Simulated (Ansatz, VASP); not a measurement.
**Two plane-wave programs on Os**

The input POSCAR:

```
Os
1.0
    1.4327910480      0.8272222972      6.9245892307
   -1.4327910480      0.8272222972      6.9245892307
    0.0000000000     -1.6544445945      6.9245892307
Os
3
Direct
    0.0000000000      0.0000000000      0.0000000000
    0.2222200000      0.2222200000      0.2222200000
    0.7777800000      0.7777800000      0.7777800000
```

INCAR.step1

```
PREC = Accurate ; ENCUT = 520
ISMEAR = 0 ; SIGMA = 0.1
LREAL = F ; LASPH = T
NELM = 100 ; NBANDS = 19
GGA = PE ; ALGO = Normal
EDIFF = 1E-4 ; LWAVE = T
LCHARG = F
```

File INCAR.step2:

```
PREC = Accurate ; ENCUT = 520
EDIFF = 1E-6 ; ISMEAR = 0
SIGMA = 0.1 ; LREAL = F
LASPH = T ; NELM = 100
ALGO = Normal ; ISIF = 2
LWAVE = F ; LCHARG = F
METAGGA = R2SCAN ; LMIXTAU = T
NBANDS = 19 ; ISTART = 1
```

The input KPOINTS:

```
regular mesh
0
Gamma
  9 9 9
```

Input for Ansatz:

```yaml
crystal:
  lattice:
    - [1.432791048, 0.8272222972, 6.9245892307]
    - [-1.432791048, 0.8272222972, 6.9245892307]
    - [0.0, -1.6544445945, 6.9245892307]
  atoms:
    - { symbol: Os, position: [0.0, 0.0, 0.0] }
    - { symbol: Os, position: [0.22222, 0.22222, 0.22222] }
    - { symbol: Os, position: [0.77778, 0.77778, 0.77778] }
basis:
  ecutwfc: 500
kpoints:
  mp_grid: { grid: [9, 9, 9] }
hamiltonian:
  xc: r2scan
scf:
  occupations: { method: gaussian, width: 0.1 }
  lower_state_search: "off"
output:
  forces: true
  stress: true
  eigenvalues: true
```

Alike in both runs: task single point; functional r2SCAN; k mesh 9 × 9 × 9; occupations gaussian, width 0.1 eV; no spin polarisation.

```csv
,VASP,Ansatz
version,VASP 6.6.1,Ansatz 0.2.0
potentials or method,"VASP PAW PBE potentials, release 64 (Os), cutoff 520 eV","scalar-relativistic, plane waves, PAW"
valence electrons in the cell,24,48
```

VASP gave:

```
gap on the k mesh at the Fermi level (eV) : none
rms of the force components (eV/Å)        : 0.307
```

Task: Estimate Ansatz's values.

Result: gap on the k mesh at the Fermi level (eV): none; rms of the force components (eV/Å): 0.309.

VASP's potentials were made for PBE, not for r2SCAN. Atom by atom the forces differ by 0.002 eV/Å (rms over components). A gap of «none» marks a metal or a gap that the smearing closes. With one functional, cell and mesh, what is left measures potentials, basis and numerics. VASP's potentials hold 24 valence electrons a cell and Ansatz's 48, so a difference there can come from the potentials and not from the codes.

Spin-orbit coupling is off throughout.
